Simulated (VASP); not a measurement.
# SrVO3 (Pm-3m) in VASP: further runs

Aim: see how the results for SrVO3 move with the level of theory and the settings. Levels: PBE, PBE+U. Tasks: electric field gradients.

Program: VASP 6.6.1. These are calculated values, not measurements. Logs are shortened: lines on timing, memory, paths and dates and some standing lists are left out, and cuts for length are marked.

## 1. The cell of the first run

The structure is cubic, space group Pm-3m (No. 221). Conventional cell: a = 3.841 Å, b = 3.841 Å, c = 3.841 Å, α = 90.00°, β = 90.00°, γ = 90.00°. Within 3.6 Å of Sr (site symmetry m-3m) lie 12 O at 2.72 Å and 8 V at 3.33 Å. V (site symmetry m-3m) has 6 O at 1.92 Å within 2.5 Å. O (site symmetry 4/mmm) has 2 V at 1.92 Å within 2.5 Å.

## 2. Electric field gradients, PBE, collinear spin, ferromagnetic start

Input file INCAR:

```
ALGO = Normal
EDIFF = 1E-8
ENCUT = 520
GGA = PE
ISIF = 2
ISMEAR = -1
ISPIN = 2
LASPH = True
LCHARG = False
LEFG = True
LMAXMIX = 4
LORBIT = 11
LREAL = False
LWAVE = False
MAGMOM = 0 1 0 0 0
NBANDS = 32
NELM = 150
PREC = Accurate
SIGMA = 0.02
```

Input file KPOINTS:

```
k-points
0
Gamma
  6 6 6
```

Input file POSCAR:

```
SrVO3
1.0
    3.8409000000      0.0000000000      0.0000000000
    0.0000000000      3.8409000000      0.0000000000
    0.0000000000      0.0000000000      3.8409000000
Sr V O
1 1 3
Direct
    0.5000000000      0.5000000000      0.5000000000
    0.0000000000      0.0000000000      0.0000000000
    0.5000000000      0.0000000000      0.0000000000
    0.0000000000      0.5000000000      0.0000000000
    0.0000000000      0.0000000000      0.5000000000
```

Potentials or basis: VASP PAW PBE potentials, release 64 (Sr_sv, V_sv, O).

Run with:

```console
$ cat potpaw_PBE.64/Sr_sv/POTCAR potpaw_PBE.64/V_sv/POTCAR potpaw_PBE.64/O/POTCAR > POTCAR
$ mpirun -np 1 vasp_std > vasp.out
```

OUTCAR:

```text
EDIFF = 1E-8
   ENCUT = 520
   GGA = PE
   ISIF = 2
   ISMEAR = -1
   ISPIN = 2
   LASPH = True
   LORBIT = 11
   LREAL = False
   NELM = 150
   PREC = Accurate

 ion  position               nearest neighbor table
   1  0.500  0.500  0.500-   3 2.72   4 2.72   5 2.72   3 2.72   4 2.72   3 2.72   5 2.72   3 2.72
                             4 2.72   5 2.72   4 2.72   5 2.72   2 3.33   2 3.33   2 3.33   2 3.33
   2  0.000  0.000  0.000-   3 1.92   4 1.92   5 1.92   5 1.92   4 1.92   3 1.92   1 3.33   1 3.33
                             1 3.33   1 3.33   1 3.33   1 3.33   1 3.33   1 3.33
   3  0.500  0.000  0.000-   2 1.92   2 1.92   1 2.72   1 2.72   1 2.72   1 2.72
   4  0.000  0.500  0.000-   2 1.92   2 1.92   1 2.72   1 2.72   1 2.72   1 2.72
   5  0.000  0.000  0.500-   2 1.92   2 1.92   1 2.72   1 2.72   1 2.72   1 2.72

  LATTYP: Found a simple cubic cell.
 ALAT       =     3.8409000000

  Lattice vectors:

 A1 = (   3.8409000000,   0.0000000000,   0.0000000000)
 A2 = (   0.0000000000,   3.8409000000,   0.0000000000)
 A3 = (   0.0000000000,   0.0000000000,   3.8409000000)

Analysis of symmetry for initial positions (statically):
=====================================================================
 Subroutine PRICEL returns:
 Original cell was already a primitive cell.

 Routine SETGRP: Setting up the symmetry group for a
 simple cubic supercell.

 Subroutine GETGRP returns: Found 48 space group operations
 (whereof 48 operations were pure point group operations)
 out of a pool of 48 trial point group operations.

The static configuration has the point symmetry O_h .

Analysis of symmetry for dynamics (positions and initial velocities):
=====================================================================
 Subroutine PRICEL returns:
 Original cell was already a primitive cell.

 Routine SETGRP: Setting up the symmetry group for a
 simple cubic supercell.

 Subroutine GETGRP returns: Found 48 space group operations
 (whereof 48 operations were pure point group operations)
 out of a pool of 48 trial point group operations.

The dynamic configuration has the point symmetry O_h .

Analysis of structural, dynamic, and magnetic symmetry:
=====================================================================
 Subroutine PRICEL returns:
 Original cell was already a primitive cell.

 Routine SETGRP: Setting up the symmetry group for a
 simple cubic supercell.

 Subroutine GETGRP returns: Found 48 space group operations
 (whereof 48 operations were pure point group operations)
 out of a pool of 48 trial point group operations.

The overall configuration has the point symmetry O_h .

 Subroutine INISYM returns: Found 48 space group operations
 (whereof 48 operations are pure point group operations),
 and found     1 'primitive' translations

----------------------------------------------------------------------------------------

                                     Primitive cell

  volume of cell :      56.6629

  direct lattice vectors                    reciprocal lattice vectors
     3.840900000  0.000000000  0.000000000     0.260355646  0.000000000  0.000000000
     0.000000000  3.840900000  0.000000000     0.000000000  0.260355646  0.000000000
     0.000000000  0.000000000  3.840900000     0.000000000  0.000000000  0.260355646

  length of vectors
     3.840900000  3.840900000  3.840900000     0.260355646  0.260355646  0.260355646

  position of ions in fractional coordinates (direct lattice)
     0.500000000  0.500000000  0.500000000
     0.000000000  0.000000000  0.000000000
     0.500000000  0.000000000  0.000000000
     0.000000000  0.500000000  0.000000000
     0.000000000  0.000000000  0.500000000

  ion indices of the primitive-cell ions
   primitive index   ion index
                 1           1
                 2           2
                 3           3
                 4           4
                 5           5

----------------------------------------------------------------------------------------

 KPOINTS: k-points

Automatic generation of k-mesh.
 Grid dimensions read from file:
 generate k-points for:    6    6    6

 Generating k-lattice:

  Cartesian coordinates                     Fractional coordinates (reciprocal lattice)
     0.043392608  0.000000000  0.000000000     0.166666667  0.000000000  0.000000000
     0.000000000  0.043392608  0.000000000     0.000000000  0.166666667  0.000000000
     0.000000000  0.000000000  0.043392608     0.000000000  0.000000000  0.166666667

  Length of vectors
     0.043392608  0.043392608  0.043392608

  Shift w.r.t. Gamma in fractional coordinates (k-lattice)
     0.000000000  0.000000000  0.000000000

 Subroutine IBZKPT returns following result:
[... 36 lines left out ...]
   ISTART =      0    job   : 0-new  1-cont  2-samecut
   ICHARG =      2    charge: 1-file 2-atom 10-const
   ISPIN  =      2    spin polarized calculation?
   LNONCOLLINEAR =      F non collinear calculations
   LSORBIT =      F    spin-orbit coupling
   LASPH  =      T    aspherical Exc in radial PAW
   ENCUT  =  520.0 eV  38.22 Ry    6.18 a.u.   7.14  7.14  7.14*2*pi/ulx,y,z
   NELM   =    150;   NELMIN=  2; NELMDL= -5     # of ELM steps
   EDIFF  = 0.1E-07   stopping-criterion for ELM
   LREAL  =      F    real-space projection
   EDIFFG = 0.1E-06   stopping-criterion for IOM
   NSW    =      0    number of steps for IOM
   IBRION =     -1    ionic relax: 0-MD 1-quasi-New 2-CG
   NFREE  =      0    steps in history (QN), initial steepest desc. (CG)
   ISIF   =      2    stress and relaxation
   ISYM   =      2    0-nonsym 1-usesym 2-fastsym
   POTIM  = 0.5000    time-step for ionic-motion
   TEBEG  =    0.0;   TEEND  =   0.0 temperature during run
   PSTRESS=    0.0 pullay stress
   NELECT =      41.0000    total number of electrons
   NUPDOWN=      -1.0000    fix difference up-down
   EMIN   =  10.00;   EMAX   =-10.00  energy-range for DOS
   EFERMI =   0.00;   METHOD = LEGACY
   ISMEAR =    -1;   SIGMA  =   0.02  broadening in eV -4-tet -1-fermi 0-gaus
   EFERMI_NEDOS =   21; number of points for ismear=-14 and -15
   IALGO  =     38    algorithm
   IMIX   =      4    mixing-type and parameters
     AMIX     =   0.40;   BMIX     =  1.00
     AMIX_MAG =   1.60;   BMIX_MAG =  1.00
  volume/ion in A,a.u.               =      11.33        76.48
  Fermi-wavevector in a.u.,A,eV,Ry     =   1.469726  2.777380 29.389880  2.160095
  Thomas-Fermi vector in A             =   2.585069
   LORBIT       =     11    0 simple, 1 ext, 2 COOP (PROOUT), +10 PAW based schemes
   GGA     = PE    functional components
   LHFCALC =     F    Hartree Fock is set to
   AEXX    =    0.0000 exact exchange contribution
   IVDW    =     0    specifies the selected vdW correction
   LEPSILON=     F    determine dielectric tensor
   LRPA    =     F    only Hartree local field effects (RPA)
 spin polarized calculation
  energy-cutoff  :      520.00
  volume of cell :       56.66
 maximum number of plane-waves:      1568
 NGX is ok and might be reduce to    30
   NGX = 15   NGY = 15   NGZ = 15

 number of electron      41.0000017 magnetization       0.4998680

 Free energy of the ion-electron system (eV)
  ---------------------------------------------------
  ext. energy  EPLUGINS =         0.00000000
  ---------------------------------------------------
  free energy    TOTEN  =       -39.26076956 eV

  energy without entropy =      -39.25776259  energy(sigma->0) =      -39.25926608

 E-fermi :   6.2635     XC(G=0): -11.5736

 val. band max:        6.2258219975   @ k =   0.1667   0.0000   0.0000
 cond. band min:       6.2704821760   @ k =   0.3333   0.1667   0.0000
 fundamental gap:      0.0446601785
 Fermi energy:         6.2634820622

 spin component 1

 k-point     1 :       0.0000    0.0000    0.0000
  band No.  band energies     occupation
      1     -59.8083      1.00000
      2     -33.6395      1.00000
      3     -33.6395      1.00000
      4     -33.6395      1.00000
      5     -28.2546      1.00000
      6     -13.4680      1.00000
[... 689 lines left out ...]
     31      15.0981      0.00000
     32      19.3189      0.00000
 Fermi energy:         6.2634820622

 spin component 2

 k-point     1 :       0.0000    0.0000    0.0000
  band No.  band energies     occupation
      1     -59.3026      1.00000
      2     -33.1427      1.00000
      3     -33.1427      1.00000
      4     -33.1427      1.00000
      5     -28.2542      1.00000
      6     -13.4597      1.00000
[... 689 lines left out ...]
     31      15.1246      0.00000
     32      19.3229      0.00000

------------------------ aborting loop because EDIFF is reached ----------------------------------------

  FORCE on cell =-STRESS in cart. coord.  units (eV):
  Direction    XX          YY          ZZ          XY          YZ          ZX
  --------------------------------------------------------------------------------------
  -------------------------------------------------------------------------------------
  Total        1.3157573      1.3157573      1.3157573      0.0000000     -0.0000000      0.0000000
  in kB       37.2038049     37.2038049     37.2038049      0.0000000     -0.0000000      0.0000000
  external PRESSURE =      37.2038049 kB  Pullay stress =       0.0000000 kB

 VOLUME and BASIS-vectors are now :
 -----------------------------------------------------------------------------
  energy-cutoff  :      520.00
  volume of cell :       56.66
      direct lattice vectors                 reciprocal lattice vectors
     3.840900000  0.000000000  0.000000000     0.260355646  0.000000000  0.000000000
     0.000000000  3.840900000  0.000000000     0.000000000  0.260355646  0.000000000
     0.000000000  0.000000000  3.840900000     0.000000000  0.000000000  0.260355646

 POSITION                                       TOTAL-FORCE (eV/Angst)
 -----------------------------------------------------------------------------------
      1.92045      1.92045      1.92045         0.000000      0.000000      0.000000
      0.00000      0.00000      0.00000         0.000000      0.000000      0.000000
      1.92045      0.00000      0.00000         0.000000      0.000000      0.000000
      0.00000      1.92045      0.00000         0.000000      0.000000      0.000000
      0.00000      0.00000      1.92045         0.000000      0.000000      0.000000
 -----------------------------------------------------------------------------------
    total drift:                                0.000000     -0.000000      0.000000

  FREE ENERGIE OF THE ION-ELECTRON SYSTEM (eV)
  ---------------------------------------------------
  free  energy   TOTEN  =       -39.2607695598 eV

  energy  without entropy=      -39.2577625920  energy(sigma->0) =      -39.25926608

 Electric field gradients (V/A^2)
---------------------------------------------------------------------
 ion       V_xx      V_yy      V_zz      V_xy      V_xz      V_yz
---------------------------------------------------------------------
   1       0.000    -0.000    -0.000    -0.000    -0.000    -0.000
   2       0.000     0.000    -0.000    -0.000     0.000     0.000
   3      30.916   -15.458   -15.458     0.000     0.000    -0.000
   4     -15.458    30.916   -15.458    -0.000     0.000     0.000
   5     -15.458   -15.458    30.916    -0.000     0.000     0.000
---------------------------------------------------------------------

 Electric field gradients after diagonalization (V/A^2)
 (convention: |V_zz| > |V_xx| > |V_yy|)
----------------------------------------------------------------------
 ion       V_xx      V_yy      V_zz     asymmetry (V_yy - V_xx)/ V_zz
----------------------------------------------------------------------
   1      -0.000     0.000    -0.000      -0.612
   2       0.000     0.000    -0.000       0.158
   3     -15.458   -15.458    30.916       0.000
   4     -15.458   -15.458    30.916       0.000
   5     -15.458   -15.458    30.916       0.000
----------------------------------------------------------------------

           NMR quadrupolar parameters

 Cq : quadrupolar parameter    Cq=e*Q*V_zz/h
 eta: asymmetry parameters     (V_yy - V_xx)/ V_zz
 Q  : nuclear electric quadrupole moment in mb (millibarn)
----------------------------------------------------------------------
 ion       Cq(MHz)       eta       Q (mb)
----------------------------------------------------------------------
   1      -0.000      -0.612       1.000
   2      -0.000       0.158       1.000
   3       0.075       0.000       1.000
   4       0.075       0.000       1.000
   5       0.075       0.000       1.000
----------------------------------------------------------------------

 total charge

# of ion       s       p       d       tot
------------------------------------------
    1        2.000   5.803   0.219   8.022
    2        2.285   6.350   2.953  11.588
    3        1.564   3.484   0.000   5.048
    4        1.564   3.484   0.000   5.048
    5        1.564   3.484   0.000   5.048
--------------------------------------------------
tot          8.978  22.605   3.172  34.755

 magnetization (x)

# of ion       s       p       d       tot
------------------------------------------
    1       -0.000  -0.000   0.001   0.001
    2        0.004   0.004   0.471   0.478
    3       -0.000  -0.006   0.000  -0.006
    4       -0.000  -0.006   0.000  -0.006
    5       -0.000  -0.006   0.000  -0.006
--------------------------------------------------
tot          0.002  -0.014   0.472   0.460
```

Run time: 1.7 min. Hardware: 1 thread of Intel Xeon 6975P-C, shared host; peak memory 0.23 GiB.

Results:

| Property | Result |
| --- | --- |
| Free energy | -39.2608 eV |
| Pressure | 3.7 GPa |
| Net moment | 0.50 μB per cell |
| Site moments | Sr +0.00; V +0.48; O -0.01 μB |
| Valence electrons inside the program's atomic spheres | Sr 8.02; V 11.59; O 5.05 |

Electric field gradients, principal values (V/Å²):
```tsv
atom	least	middle	greatest (by size)
1 Sr	0.000	0.000	0.000
2 V	0.000	0.000	0.000
3 O	-15.458	-15.458	30.916
4 O	-15.458	-15.458	30.916
5 O	-15.458	-15.458	30.916
```

Caveat: without QUAD_EFG the Cq values of the log hold for a quadrupole moment of 1 mb, not for the nuclei; semilocal functionals often make such compounds metallic where correlation or magnetic order opens a gap, which also shifts bond lengths. With open d or f shells a metallic result of PBE can be an artefact of self-interaction; +U or a hybrid may open a gap.

## 3. Electric field gradients, PBE, collinear spin, ferromagnetic start

Input file INCAR:

```
SYSTEM = SrVO3
  PREC = Accurate
  ENCUT = 520
  EDIFF = 1E-8
  ISMEAR = -1
  SIGMA = 0.05
  LREAL = .FALSE.
  LASPH = .TRUE.
  NELM = 150
  ALGO = Normal
  ISIF = 2
  LWAVE = .FALSE.
  LCHARG = .FALSE.
  ISPIN = 2
  MAGMOM = 0 1 0 0 0
  LORBIT = 11
  LMAXMIX = 4
  GGA = PE
  LEFG = .TRUE.
  NBANDS = 32
```

Input file KPOINTS:

```
regular mesh
0
G
  9 9 9
  0 0 0
```

POSCAR is that of step 2.

Potentials or basis: VASP PAW PBE potentials, release 64 (Sr_sv, V_sv, O).

Run with:

```console
$ cat potpaw_PBE.64/Sr_sv/POTCAR potpaw_PBE.64/V_sv/POTCAR potpaw_PBE.64/O/POTCAR > POTCAR
$ mpirun -np 1 vasp_std > vasp.out
```

OUTCAR:

```text
SYSTEM = SrVO3
   PREC = Accurate
   ENCUT = 520
   EDIFF = 1E-8
   ISMEAR = -1
   LREAL = .FALSE.
   LASPH = .TRUE.
   NELM = 150
   ISIF = 2
   ISPIN = 2
   LORBIT = 11
   GGA = PE

 ion  position               nearest neighbor table
   1  0.500  0.500  0.500-   3 2.72   4 2.72   5 2.72   3 2.72   4 2.72   3 2.72   5 2.72   3 2.72
                             4 2.72   5 2.72   4 2.72   5 2.72   2 3.33   2 3.33   2 3.33   2 3.33
   2  0.000  0.000  0.000-   3 1.92   4 1.92   5 1.92   5 1.92   4 1.92   3 1.92   1 3.33   1 3.33
                             1 3.33   1 3.33   1 3.33   1 3.33   1 3.33   1 3.33
   3  0.500  0.000  0.000-   2 1.92   2 1.92   1 2.72   1 2.72   1 2.72   1 2.72
   4  0.000  0.500  0.000-   2 1.92   2 1.92   1 2.72   1 2.72   1 2.72   1 2.72
   5  0.000  0.000  0.500-   2 1.92   2 1.92   1 2.72   1 2.72   1 2.72   1 2.72

  LATTYP: Found a simple cubic cell.
 ALAT       =     3.8409000000

[... 1952 lines left out ...]

           NMR quadrupolar parameters

 Cq : quadrupolar parameter    Cq=e*Q*V_zz/h
 eta: asymmetry parameters     (V_yy - V_xx)/ V_zz
 Q  : nuclear electric quadrupole moment in mb (millibarn)
----------------------------------------------------------------------
 ion       Cq(MHz)       eta       Q (mb)
----------------------------------------------------------------------
   1       0.000       0.169       1.000
   2       0.000       0.202       1.000
   3       0.074       0.000       1.000
   4       0.074       0.000       1.000
   5       0.074       0.000       1.000
----------------------------------------------------------------------

 total charge

# of ion       s       p       d       tot
------------------------------------------
    1        2.000   5.803   0.219   8.021
    2        2.285   6.350   2.955  11.590
    3        1.564   3.483   0.000   5.048
    4        1.564   3.483   0.000   5.048
    5        1.564   3.483   0.000   5.048
--------------------------------------------------
tot          8.979  22.602   3.174  34.755

 magnetization (x)

# of ion       s       p       d       tot
------------------------------------------
    1       -0.000  -0.000   0.001   0.000
    2        0.002   0.002   0.301   0.306
    3       -0.000  -0.000   0.000  -0.000
    4       -0.000  -0.000   0.000  -0.000
    5       -0.000  -0.000   0.000  -0.000
--------------------------------------------------
tot          0.001   0.001   0.302   0.305
```

OSZICAR:

```text
N       E                     dE             d eps       ncg     rms          rms(c)
DAV:   1     0.370892688972E+03    0.37089E+03   -0.21664E+04  4480   0.134E+03
[... 12 lines left out ...]
DAV:  14    -0.392699751871E+02    0.73679E-04   -0.10305E-04  5392   0.929E-02    0.545E-02
DAV:  15    -0.392699549069E+02    0.20280E-04   -0.46547E-05  5616   0.564E-02    0.114E-02
DAV:  16    -0.392699549555E+02   -0.48521E-07   -0.71432E-06  5504   0.199E-02    0.594E-03
DAV:  17    -0.392699547868E+02    0.16865E-06   -0.83704E-07  5832   0.630E-03    0.347E-03
DAV:  18    -0.392699546292E+02    0.15765E-06   -0.12185E-07  5784   0.253E-03    0.155E-03
DAV:  19    -0.392699545726E+02    0.56523E-07   -0.31724E-08  4272   0.127E-03    0.690E-04
DAV:  20    -0.392699545688E+02    0.38290E-08   -0.12607E-08  2832   0.750E-04
   1 F= -.39269955E+02 E0= -.39263236E+02  d E =-.134375E-01  mag=     0.3280
```

stdout:

```text
POSCAR found type information on POSCAR SrV O
 POSCAR found :  3 types and       5 ions
 scaLAPACK will be used
 LDA part: xc-table for (Slater+PW92), standard interpolation
 POSCAR, INCAR and KPOINTS ok, starting setup
 FFT: planning ... GRIDC
 FFT: planning ... GRID_SOFT
 FFT: planning ... GRID
 WAVECAR not read
 entering main loop
ion   1

ion   2

ion   3

ion   4

ion   5
```

Wall time 2.6 min (1 thread of Intel Xeon 6975P-C, shared host); peak memory 0.26 GiB.

What came out:

- Free energy: -39.2700 eV
- Pressure: 3.5 GPa
- Net moment: 0.33 μB per cell
- Site moments: Sr +0.00; V +0.31; O -0.00 μB
- Valence electrons inside the program's atomic spheres: Sr 8.02; V 11.59; O 5.05

Levels at points of the mesh, in eV from the Fermi level:
Spin up:
```
           k point  band 17  band 18  band 19  band 20  band 21  band 22  band 23  band 24  band 25  band 26
(0.00, 0.00, 0.00)    -3.24    -2.40    -2.40    -2.40    -1.11    -1.11    -1.11     1.22     1.22     3.58
```
Spin down:
```tsv
k point	band 17	band 18	band 19	band 20	band 21	band 22	band 23	band 24
(0.00, 0.00, 0.00)	-3.23	-2.40	-2.40	-2.40	-0.76	-0.76	-0.76	1.39
```

Electric field gradients, principal values (V/Å²):
| atom | least | middle | greatest (by size) |
| --- | --- | --- | --- |
| 1 Sr | 0.000 | 0.000 | 0.000 |
| 2 V | 0.000 | 0.000 | 0.000 |
| 3 O | -15.376 | -15.376 | 30.753 |
| 4 O | -15.376 | -15.376 | 30.753 |
| 5 O | -15.376 | -15.376 | 30.753 |

Caveat: without QUAD_EFG the Cq values of the log hold for a quadrupole moment of 1 mb, not for the nuclei; semilocal functionals often make such compounds metallic where correlation or magnetic order opens a gap, which also shifts bond lengths. With open d or f shells a metallic result of PBE can be an artefact of self-interaction; +U or a hybrid may open a gap.

(Part 1 of 2 ends here.)
